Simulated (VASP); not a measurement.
# Au (Cmcm) in VASP: notebook

Runs on Au. Level: PBEsol. Tasks: single point.

All numbers are computed with VASP 6.6.1; they aren't measurements. Logs are shortened: lines on timing, memory, paths and dates and some standing lists are left out, and cuts for length are marked.

## (1) The cell of the first run

The structure is orthorhombic, space group Cmcm (No. 63). Conventional cell: a = 2.820 Å, b = 4.933 Å, c = 4.801 Å, α = 90.00°, β = 90.00°, γ = 90.00°. Au (site symmetry m2m) has 12 Au at 2.82 to 2.91 Å within 3.7 Å.

This isn't the form of Au at room conditions, which is fcc.

## (2) Single point, PBEsol (strain -0.0200 x Voigt [0, 1, 0, 0, 0, 0])

INCAR

```
PREC     = Accurate       # precision mode
ENCUT    = 520            # plane-wave cutoff, eV
EDIFF    = 1E-7           # SCF threshold, eV
ISMEAR   = 0              # smearing method
SIGMA    = 0.15           # smearing width, eV
LREAL    = False          # projectors in reciprocal space
LASPH    = True           # aspherical terms in the spheres
NELM     = 80             # most SCF steps
ALGO     = Fast           # electronic algorithm
ISIF     = 2              # what is computed and relaxed
LWAVE    = False          # write WAVECAR
LCHARG   = False          # write CHGCAR
GGA      = PS             # functional
NBANDS   = 18             # bands
```

KPOINTS

```
regular mesh
0
Gamma
  24 24 12
```

POSCAR

```
Au
1.0
    1.4100150311     -2.4666630369      0.0000000000
    1.4100150311      2.4666630369      0.0000000000
    0.0000000000      0.0000000000      4.8006775662
Au
2
Direct
    0.6638639510      0.3361360490      0.2500000000
    0.3361360490      0.6638639510      0.7500000000
```

Potentials or basis: VASP PAW PBE potentials, release 64 (Au).

Launch:

```bash
$ cat potpaw_PBE.64/Au/POTCAR > POTCAR
$ mpirun -np 1 vasp_std > vasp.out
```

OUTCAR:

```text
PREC = Accurate
   ENCUT = 520
   EDIFF = 1E-7
   ISMEAR = 0
   LREAL = False
   LASPH = True
   NELM = 80
   ISIF = 2
   GGA = PS

 ion  position               nearest neighbor table
   1  0.664  0.336  0.250-   2 2.89   2 2.89   2 2.91   2 2.91   2 2.91   2 2.91
   2  0.336  0.664  0.750-   1 2.89   1 2.89   1 2.91   1 2.91   1 2.91   1 2.91

  LATTYP: Found a base centered orthorhombic cell.
 ALAT       =     2.8200300622
 B/A-ratio  =     1.7493877601
 C/A-ratio  =     1.7023497836

  Lattice vectors:

 A1 = (   1.4100150311,  -2.4666630369,   0.0000000000)
 A2 = (   1.4100150311,   2.4666630369,   0.0000000000)
 A3 = (   0.0000000000,   0.0000000000,   4.8006775662)

Analysis of symmetry for initial positions (statically):
=====================================================================
 Subroutine PRICEL returns:
 Original cell was already a primitive cell.

 Routine SETGRP: Setting up the symmetry group for a
 base centered orthorhombic supercell.

 Subroutine GETGRP returns: Found  8 space group operations
 (whereof  4 operations were pure point group operations)
 out of a pool of  8 trial point group operations.

The static configuration has the point symmetry C_2h.
 The point group associated with its full space group is D_2h.

Analysis of symmetry for dynamics (positions and initial velocities):
=====================================================================
 Subroutine PRICEL returns:
 Original cell was already a primitive cell.

 Routine SETGRP: Setting up the symmetry group for a
 base centered orthorhombic supercell.

 Subroutine GETGRP returns: Found  8 space group operations
 (whereof  4 operations were pure point group operations)
 out of a pool of  8 trial point group operations.

The dynamic configuration has the point symmetry C_2h.
 The point group associated with its full space group is D_2h.

 Subroutine INISYM returns: Found  8 space group operations
 (whereof  4 operations are pure point group operations),
 and found     1 'primitive' translations

----------------------------------------------------------------------------------------

                                     Primitive cell

  volume of cell :      33.3938

  direct lattice vectors                    reciprocal lattice vectors
     1.410015031 -2.466663037  0.000000000     0.354606149 -0.202703001  0.000000000
     1.410015031  2.466663037  0.000000000     0.354606149  0.202703001  0.000000000
     0.000000000  0.000000000  4.800677566     0.000000000  0.000000000  0.208303929

[... 83 lines left out ...]
   EDIFF  = 0.1E-06   stopping-criterion for ELM
   LREAL  =      F    real-space projection
   EDIFFG = 0.1E-05   stopping-criterion for IOM
   NSW    =      0    number of steps for IOM
   IBRION =     -1    ionic relax: 0-MD 1-quasi-New 2-CG
   NFREE  =      0    steps in history (QN), initial steepest desc. (CG)
   ISIF   =      2    stress and relaxation
   ISYM   =      2    0-nonsym 1-usesym 2-fastsym
   POTIM  = 0.5000    time-step for ionic-motion
   TEBEG  =    0.0;   TEEND  =   0.0 temperature during run
   PSTRESS=    0.0 pullay stress
   NELECT =      22.0000    total number of electrons
   NUPDOWN=      -1.0000    fix difference up-down
   EMIN   =  10.00;   EMAX   =-10.00  energy-range for DOS
   EFERMI =   0.00;   METHOD = LEGACY
   ISMEAR =     0;   SIGMA  =   0.15  broadening in eV -4-tet -1-fermi 0-gaus
   EFERMI_NEDOS =   21; number of points for ismear=-14 and -15
   IALGO  =     68    algorithm
   IMIX   =      4    mixing-type and parameters
     AMIX     =   0.40;   BMIX     =  1.00
     AMIX_MAG =   1.60;   BMIX_MAG =  1.00
  volume/ion in A,a.u.               =      16.70       112.68
  Fermi-wavevector in a.u.,A,eV,Ry     =   1.424493  2.691902 27.608679  2.029181
  Thomas-Fermi vector in A             =   2.544978
   LORBIT       =      0    0 simple, 1 ext, 2 COOP (PROOUT), +10 PAW based schemes
   GGA     = PS    functional components
   LHFCALC =     F    Hartree Fock is set to
   AEXX    =    0.0000 exact exchange contribution
   IVDW    =     0    specifies the selected vdW correction
   LEPSILON=     F    determine dielectric tensor
   LRPA    =     F    only Hartree local field effects (RPA)
 non-spin polarized calculation
 RMM-DIIS sequential band-by-band and
 Gauss-broadening in eV      SIGMA  =   0.15
  energy-cutoff  :      520.00
  volume of cell :       33.39
 maximum number of plane-waves:       916
 NGX is ok and might be reduce to    24
   NGX = 11   NGY = 11   NGZ = 17

 number of electron      22.0000002 magnetization

 Free energy of the ion-electron system (eV)
  ---------------------------------------------------
  ext. energy  EPLUGINS =         0.00000000
  ---------------------------------------------------
  free energy    TOTEN  =        -7.82685544 eV

  energy without entropy =       -7.81758697  energy(sigma->0) =       -7.82222120

 E-fermi :   9.6033     XC(G=0): -13.0056

 val. band max:        9.6019249966   @ k =   0.2917   0.2083   0.0000
 cond. band min:       9.6038897749   @ k =   0.2500   0.2500   0.0000
 fundamental gap:      0.0019647783
 Fermi energy:         9.6032700268

 k-point     1 :       0.0000    0.0000    0.0000
  band No.  band energies     occupation
      1      -0.5195      2.00000
      2       1.9752      2.00000
      3       4.5830      2.00000
      4       4.8500      2.00000
      5       5.0079      2.00000
      6       5.1958      2.00000
[... 481 lines left out ...]
      5       5.1197      2.00000
      6       5.3928      2.00000
[... 10 lines left out ...]
     17      21.5146      0.00000
     18      24.4536      0.00000

 [... further k-points ...]

------------------------ aborting loop because EDIFF is reached ----------------------------------------

  FORCE on cell =-STRESS in cart. coord.  units (eV):
  Direction    XX          YY          ZZ          XY          YZ          ZX
  --------------------------------------------------------------------------------------
  -------------------------------------------------------------------------------------
  Total        0.8263670      0.7899616      0.5044399      0.0000000     -0.0000000      0.0000000
  in kB       39.6476478     37.9009821     24.2021501      0.0000000     -0.0000000      0.0000000
  external PRESSURE =      33.9169267 kB  Pullay stress =       0.0000000 kB

 VOLUME and BASIS-vectors are now :
 -----------------------------------------------------------------------------
  energy-cutoff  :      520.00
  volume of cell :       33.39
      direct lattice vectors                 reciprocal lattice vectors
     1.410015031 -2.466663037  0.000000000     0.354606149 -0.202703001  0.000000000
     1.410015031  2.466663037  0.000000000     0.354606149  0.202703001  0.000000000
     0.000000000  0.000000000  4.800677566     0.000000000  0.000000000  0.208303929

 POSITION                                       TOTAL-FORCE (eV/Angst)
 -----------------------------------------------------------------------------------
      1.41002     -0.80839      1.20017         0.000000     -0.008516      0.000000
      1.41002      0.80839      3.60051         0.000000      0.008516     -0.000000
 -----------------------------------------------------------------------------------
    total drift:                                0.000000      0.000000     -0.000000

  FREE ENERGIE OF THE ION-ELECTRON SYSTEM (eV)
  ---------------------------------------------------
  free  energy   TOTEN  =        -7.8268554405 eV

  energy  without entropy=       -7.8175869672  energy(sigma->0) =       -7.82222120
```

stdout:

```text
POSCAR found type information on POSCAR Au
 POSCAR found :  1 types and       2 ions
 scaLAPACK will be used
 -----------------------------------------------------------------------------
|                                                                             |
|                                                                             |
|     You enforced a specific xc type in the INCAR file but a different       |
|     I HOPE YOU KNOW WHAT YOU ARE DOING!                                     |
|                                                                             |
 -----------------------------------------------------------------------------

 LDA part: xc-table for (Slater+PW92), standard interpolation
 POSCAR, INCAR and KPOINTS ok, starting setup
 FFT: planning ... GRIDC
 FFT: planning ... GRID_SOFT
 FFT: planning ... GRID
 WAVECAR not read
 entering main loop
```

Run time: 18 min. Hardware: 1 thread of Oxide Virtual Turin-like, shared host; peak memory 0.56 GiB.

What came out:

- Free energy: -7.8269 eV
- Pressure: 3.4 GPa
- Largest force: 0.009 eV/Å
- Band gap on the k mesh: zero (bands 11 and 12 overlap by 7.05 eV)

Forces on the atoms (eV/Å):
```
Au   0.000 -0.009  0.000
Au   0.000  0.009  0.000
```

Caveat: the cell differs from its parent crystal (strain -0.0200 x Voigt [0, 1, 0, 0, 0, 0]); the cell stands under pressure; the PAW data sets were made with another functional, which shifts forces and pressure a little; spin-orbit coupling is left out, which moves the levels of the heavy elements.

## (3) Single point, PBEsol (strain -0.0150 x Voigt [0, 1, 0, 0, 0, 0])

INCAR

```
SYSTEM = Au
  PREC = Accurate
  ENCUT = 520
  EDIFF = 1E-7
  ISMEAR = 0
  SIGMA = 0.15
  LREAL = .False.
  LASPH = .True.
  NELM = 80
  ALGO = Fast
  ISIF = 2
  LWAVE = .False.
  LCHARG = .False.
  GGA = PS
  NBANDS = 18
```

KPOINTS

```
regular mesh
0
Gamma
  24 24 12
  0 0 0
```

POSCAR

```
Au
1.0
    1.4100150311     -2.4792480524      0.0000000000
    1.4100150311      2.4792480524      0.0000000000
    0.0000000000      0.0000000000      4.8006775662
Au
2
Direct
    0.6638639510      0.3361360490      0.2500000000
    0.3361360490      0.6638639510      0.7500000000
```

Potentials or basis: VASP PAW PBE potentials, release 64 (Au).

Launch:

```bash
$ cat potpaw_PBE.64/Au/POTCAR > POTCAR
$ mpirun -np 1 vasp_std > vasp.out
```

It took 20 min on 1 thread of Oxide Virtual Turin-like, shared host; peak memory 0.56 GiB.

The run converged. Its results:

| Item | Value |
| --- | --- |
| Free energy | -7.8304 eV |
| Pressure | 2.4 GPa |
| Largest force | 0.005 eV/Å |
| Band gap on the k mesh | zero (bands 11 and 12 overlap by 6.99 eV) |

Forces in eV/Å, atoms in the order of the input:
```
Au   0.000 -0.005  0.000
Au   0.000  0.005  0.000
```

Stress tensor (GPa, compression positive):
```
2.99 0.00 0.00
0.00 2.60 0.00
0.00 0.00 1.64
```

Levels at points of the mesh, in eV from the Fermi level:
```csv
k point,band 9,band 10,band 11,band 12,band 13,band 14
"(0.00, 0.00, 0.00)",-3.49,-2.20,-2.15,-1.32,2.68,14.58
"(0.50, 0.00, 0.00)",-1.81,-1.64,0.40,1.73,5.76,7.26
"(0.50, 0.50, 0.00)",-1.86,-1.65,0.38,1.52,5.71,7.26
"(0.00, 0.00, 0.50)",-2.69,-2.69,-2.61,-2.61,10.58,10.58
"(0.50, 0.00, 0.50)",-1.70,-1.70,0.47,0.47,4.13,4.13
"(0.50, 0.50, 0.50)",-1.74,-1.74,0.26,0.26,3.99,3.99
```

Caveat: the cell differs from its parent crystal (strain -0.0150 x Voigt [0, 1, 0, 0, 0, 0]); the PAW data sets were made with another functional, which shifts forces and pressure a little; spin-orbit coupling is left out, which moves the levels of the heavy elements.
